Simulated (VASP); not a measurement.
# Bi (P2/m) in VASP: single point with LDA

Aim: the single point of Bi with LDA.

All numbers are computed with VASP 6.6.1; they aren't measurements. Logs are shortened: lines on timing, memory, paths and dates and some standing lists are left out, and cuts for length are marked.

## 1. The cell of the first run

Symmetry: P2/m, No. 10, monoclinic system. The conventional cell has a = 3.238 Å, b = 3.222 Å, c = 6.444 Å, α = 90.00°, β = 90.72°, γ = 90.00°. Within 4.2 Å of Bi (site symmetry m) lie 6 Bi at 3.22 to 3.24 Å.

## 2. Single point, LDA

Contents of INCAR:

```
  PREC = Accurate
  ENCUT = 500
  EDIFF = 1E-6
  ISMEAR = -1
  SIGMA = 0.05
  LREAL = F
  LASPH = T
  NELM = 120
  ALGO = Normal
  ISIF = 2
  LWAVE = F
  LCHARG = F
  NBANDS = 22
  GGA_COMPAT = F
```

Contents of KPOINTS:

```
Automatic mesh
0
Gamma
  6 6 3
```

Contents of POSCAR:

```
Bi
1.0
    3.2383760000      0.0000000000      0.0000000000
    0.0000000000      3.2216430000      0.0000000000
   -0.0804552534      0.0000000000      6.4438887570
Bi
2
Direct
    0.4557530000      0.0000000000      0.2504220000
    0.5442470000      0.0000000000      0.7495780000
```

Potentials or basis: VASP PAW LDA potentials, release 64 (Bi_d).

Command:

```sh
cat potpaw_LDA.64/Bi_d/POTCAR > POTCAR
mpirun -np 1 vasp_std > vasp.out
```

OUTCAR:

```text
PREC = Accurate
   ENCUT = 500
   EDIFF = 1E-6
   ISMEAR = -1
   LREAL = F
   LASPH = T
   NELM = 120
   ISIF = 2

 ion  position               nearest neighbor table
   1  0.456  0.000  0.250-   2 3.23   2 3.24
   2  0.544  0.000  0.750-   1 3.23   1 3.24

  LATTYP: Found a simple monoclinic cell.
 ALAT       =     3.2383760000
 B/A-ratio  =     0.9948329039
 C/A-ratio  =     1.9900070282
 COS(beta)  =    -0.0124845394

  Lattice vectors:

 A1 = (   3.2383760000,   0.0000000000,   0.0000000000)
 A2 = (   0.0000000000,   3.2216430000,   0.0000000000)
 A3 = (  -0.0804552534,   0.0000000000,   6.4438887570)

Analysis of symmetry for initial positions (statically):
=====================================================================
 Subroutine PRICEL returns:
 Original cell was already a primitive cell.

 Routine SETGRP: Setting up the symmetry group for a
 simple monoclinic supercell.

 Subroutine GETGRP returns: Found  4 space group operations
 (whereof  4 operations were pure point group operations)
 out of a pool of  4 trial point group operations.

The static configuration has the point symmetry C_2h.

Analysis of symmetry for dynamics (positions and initial velocities):
=====================================================================
 Subroutine PRICEL returns:
 Original cell was already a primitive cell.

 Routine SETGRP: Setting up the symmetry group for a
 simple monoclinic supercell.

 Subroutine GETGRP returns: Found  4 space group operations
 (whereof  4 operations were pure point group operations)
 out of a pool of  4 trial point group operations.

The dynamic configuration has the point symmetry C_2h.

 Subroutine INISYM returns: Found  4 space group operations
 (whereof  4 operations are pure point group operations),
 and found     1 'primitive' translations

----------------------------------------------------------------------------------------

                                     Primitive cell

  volume of cell :      67.2284

[... 70 lines left out ...]
   k-points           NKPTS =     40   k-points in BZ     NKDIM =     40   number of bands    NBANDS=     22
   number of dos      NEDOS =    301   number of ions     NIONS =      2
   total plane-waves  NPLWV =  27648
   dimension x,y,z NGX =    24 NGY =   24 NGZ =   48
   dimension x,y,z NGXF=    48 NGYF=   48 NGZF=   96
   ions per type =               2
   NGX,Y,Z   is equivalent  to a cutoff of  12.32, 12.38, 12.38 a.u.
   NGXF,Y,Z  is equivalent  to a cutoff of  24.64, 24.77, 24.77 a.u.
 SYSTEM =  unknown system
   PREC   = accura    normal or accurate (medium, high low for compatibility)
   ISTART =      0    job   : 0-new  1-cont  2-samecut
   ICHARG =      2    charge: 1-file 2-atom 10-const
   ISPIN  =      1    spin polarized calculation?
   LNONCOLLINEAR =      F non collinear calculations
   LSORBIT =      F    spin-orbit coupling
   LASPH  =      T    aspherical Exc in radial PAW
   ENCUT  =  500.0 eV  36.75 Ry    6.06 a.u.   5.90  5.87 11.75*2*pi/ulx,y,z
   NELM   =    120;   NELMIN=  2; NELMDL= -5     # of ELM steps
   EDIFF  = 0.1E-05   stopping-criterion for ELM
   LREAL  =      F    real-space projection
   EDIFFG = 0.1E-04   stopping-criterion for IOM
   NSW    =      0    number of steps for IOM
   IBRION =     -1    ionic relax: 0-MD 1-quasi-New 2-CG
   NFREE  =      0    steps in history (QN), initial steepest desc. (CG)
   ISIF   =      2    stress and relaxation
   ISYM   =      2    0-nonsym 1-usesym 2-fastsym
   POTIM  = 0.5000    time-step for ionic-motion
   TEBEG  =    0.0;   TEEND  =   0.0 temperature during run
   PSTRESS=    0.0 pullay stress
   NELECT =      30.0000    total number of electrons
   NUPDOWN=      -1.0000    fix difference up-down
   EMIN   =  10.00;   EMAX   =-10.00  energy-range for DOS
   EFERMI =   0.00;   METHOD = LEGACY
   ISMEAR =    -1;   SIGMA  =   0.05  broadening in eV -4-tet -1-fermi 0-gaus
   EFERMI_NEDOS =   21; number of points for ismear=-14 and -15
   IALGO  =     38    algorithm
   IMIX   =      4    mixing-type and parameters
     AMIX     =   0.40;   BMIX     =  1.00
     AMIX_MAG =   1.60;   BMIX_MAG =  1.00
  volume/ion in A,a.u.               =      33.61       226.84
  Fermi-wavevector in a.u.,A,eV,Ry     =   1.251020  2.364085 21.293821  1.565052
  Thomas-Fermi vector in A             =   2.384987
   LORBIT       =      0    0 simple, 1 ext, 2 COOP (PROOUT), +10 PAW based schemes
   GGA     = CA    functional components
   LHFCALC =     F    Hartree Fock is set to
   AEXX    =    0.0000 exact exchange contribution
   IVDW    =     0    specifies the selected vdW correction
   LEPSILON=     F    determine dielectric tensor
   LRPA    =     F    only Hartree local field effects (RPA)
 non-spin polarized calculation
  energy-cutoff  :      500.00
  volume of cell :       67.23
 maximum number of plane-waves:      1732
   NGX = 11   NGY = 11   NGZ = 23

 number of electron      30.0000014 magnetization

 Free energy of the ion-electron system (eV)
  ---------------------------------------------------
  ext. energy  EPLUGINS =         0.00000000
  ---------------------------------------------------
  free energy    TOTEN  =        -9.17619872 eV

  energy without entropy =       -9.17099039  energy(sigma->0) =       -9.17359455

 E-fermi :   6.7736     XC(G=0): -10.0335

 val. band max:        6.7070306945   @ k =   0.0000   0.1667   0.0000
 cond. band min:       6.8495683600   @ k =   0.1667   0.0000   0.3333
 fundamental gap:      0.1425376654
 Fermi energy:         6.7735766053

 k-point     1 :       0.0000    0.0000    0.0000
  band No.  band energies     occupation
      1     -16.3003      2.00000
      2     -16.2869      2.00000
      3     -16.2845      2.00000
      4     -16.0360      2.00000
      5     -16.0348      2.00000
      6     -16.0143      2.00000
[... 589 lines left out ...]
     21      17.2384      0.00000
     22      18.2252      0.00000

 [... further k-points ...]
[... 5 lines left out ...]
  --------------------------------------------------------------------------------------
  -------------------------------------------------------------------------------------
  Total       -0.6572899     -0.4475561     -0.5346040      0.0000000      0.0000000      0.0551280
  in kB      -15.6644374    -10.6660925    -12.7406055      0.0000000      0.0000000      1.3138028
  external PRESSURE =     -13.0237118 kB  Pullay stress =       0.0000000 kB

 VOLUME and BASIS-vectors are now :
 -----------------------------------------------------------------------------
  energy-cutoff  :      500.00
  volume of cell :       67.23
      direct lattice vectors                 reciprocal lattice vectors
     3.238376000  0.000000000  0.000000000     0.308796755  0.000000000  0.003855486
     0.000000000  3.221643000  0.000000000     0.000000000  0.310400625  0.000000000
    -0.080455253  0.000000000  6.443888757     0.000000000  0.000000000  0.155185795

 POSITION                                       TOTAL-FORCE (eV/Angst)
 -----------------------------------------------------------------------------------
      1.45575      0.00000      1.61369         0.084678      0.000000     -0.015752
      1.70217      0.00000      4.83020        -0.084678     -0.000000      0.015752
 -----------------------------------------------------------------------------------
    total drift:                                0.000000     -0.000000      0.000000

  FREE ENERGIE OF THE ION-ELECTRON SYSTEM (eV)
  ---------------------------------------------------
  free  energy   TOTEN  =        -9.1761987157 eV

  energy  without entropy=       -9.1709903938  energy(sigma->0) =       -9.17359455
```

OSZICAR:

```text
N       E                     dE             d eps       ncg     rms          rms(c)
DAV:   1     0.303884938135E+03    0.30388E+03   -0.15956E+04  1766   0.162E+03
DAV:   2     0.163074585993E+02   -0.28758E+03   -0.28041E+03  1802   0.429E+02
DAV:   3    -0.833835422364E+01   -0.24646E+02   -0.24380E+02  2164   0.141E+02
DAV:   4    -0.915907474684E+01   -0.82072E+00   -0.82044E+00  2182   0.284E+01
DAV:   5    -0.918957582331E+01   -0.30501E-01   -0.30500E-01  2472   0.497E+00    0.900E-01
DAV:   6    -0.918009406081E+01    0.94818E-02   -0.17382E-02  2350   0.148E+00    0.521E-01
DAV:   7    -0.917632471848E+01    0.37693E-02   -0.77353E-03  2350   0.107E+00    0.108E-01
DAV:   8    -0.917619446624E+01    0.13025E-03   -0.76855E-04  2250   0.342E-01    0.126E-02
DAV:   9    -0.917619851895E+01   -0.40527E-05   -0.25438E-05  2448   0.385E-02    0.627E-03
DAV:  10    -0.917619871569E+01   -0.19674E-06   -0.29361E-06  1694   0.200E-02
   1 F= -.91761987E+01 E0= -.91735946E+01  d E =-.520832E-02
```

Run time: 46 s. Hardware: 1 thread of Intel Xeon 8259CL, shared host; peak memory 0.17 GiB.

What came out:

```
Free energy            : -9.1762 eV
Pressure               : -1.3 GPa
Largest force          : 0.086 eV/Å
Band gap on the k mesh : zero (band 15 reaches 10.13 eV, above the bottom of band 16 at 4.64 eV)
```

Forces on the atoms (eV/Å):
```
Bi   0.085  0.000 -0.016
Bi  -0.085  0.000  0.016
```

Caveat: spin-orbit coupling is left out, which moves the levels of the heavy elements.
